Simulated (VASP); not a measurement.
## Ti: single point with LDA

The system is Ti.

```
CELL_PARAMETERS angstrom
-1.64100 1.64100 1.64100
1.64100 -1.64100 1.64100
1.64100 1.64100 -1.64100
ATOMIC_POSITIONS crystal
Ti 0.00000 0.00000 0.00000
```

```
Program                : VASP 6.6.1
Task                   : single point
Functional             : LDA
Potentials or basis    : VASP PAW LDA potentials, release 64 (Ti_sv)
Cutoff                 : 520 eV
k mesh                 : 11 × 11 × 11
Occupations            : fermi-dirac, width 0.05 eV
Spin                   : no spin polarisation
Dipole correction      : no
Further INCAR settings : ALGO = Fast; EDIFF = 1e-06; NBANDS = 12
```

The pressure is -11.0 GPa and the band gap on the k mesh is zero (band 6 reaches 8.62 eV, above the bottom of band 7 at 7.07 eV).

Levels at points of the mesh, in eV from the Fermi level:
```
           k point  band 3  band 4  band 5  band 6  band 7  band 8  band 9  band 10
(0.00, 0.00, 0.00)  -32.09  -32.09   -5.83    0.95    0.95    0.95    2.68     2.68
```

Wall time 25 s on 1 thread of Intel(R) Xeon(R) Platinum 8259CL CPU @ 2.50GHz (Skylake/Cascade Lake) (shared host), peak memory 0.13 GiB.
